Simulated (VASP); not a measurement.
ReO3F: single point with PBE

System: ReO3F, in a box.

```xyz
5
Lattice="11.0900 0.0000 0.0000 0.0000 11.0900 0.0000 0.0000 0.0000 11.0900" Properties=species:S:1:pos:R:3 pbc="T T T"
Re    5.5780    5.5089    5.5780
O     6.5869    6.4611    6.5869
O     4.6258    4.5000    6.5869
O     6.5869    4.5000    4.6258
F     4.5000    6.5869    4.5000
```

```
Program             : VASP 6.6.1
Task                : single point
Functional          : PBE
Potentials or basis : VASP PAW PBE potentials, release 64 (Re_sv_GW, O_h, F_h)
Cutoff              : 1010 eV
k mesh              : 1 × 1 × 1
Occupations         : gaussian, width 0.01 eV
Spin                : non-collinear spin, zero start, spin-orbit coupling
Starting moments    : [[0.0, 0.0, 0.0], [0.0, 0.0, 0.0], [0.0, 0.0, 0.0], [0.0, 0.0, 0.0], [0.0, 0.0, 0.0]] μB
```

The largest force is 0.364 eV/Å. The net moment is 0.00 μB per cell. The valence electrons inside the program's atomic spheres are Re 13.56; O 3.34; F 4.48.

Forces in eV/Å, atoms in the order of the input:
```
Re   0.149 -0.149  0.149
O   -0.240 -0.134 -0.240
O    0.134  0.240 -0.240
O   -0.240  0.240  0.134
F    0.197 -0.197  0.197
```

Moments on the atoms (μB; x, y, z):
```
Re  0.00 0.00 0.00
O   0.00 0.00 0.00
O   0.00 0.00 0.00
O   0.00 0.00 0.00
F   0.00 0.00 0.00
```

It took 49 min on 1 thread of Intel(R) Xeon(R) Platinum 8488C (Sapphire Rapids), with other jobs on the host, peak memory 8.9 GiB.
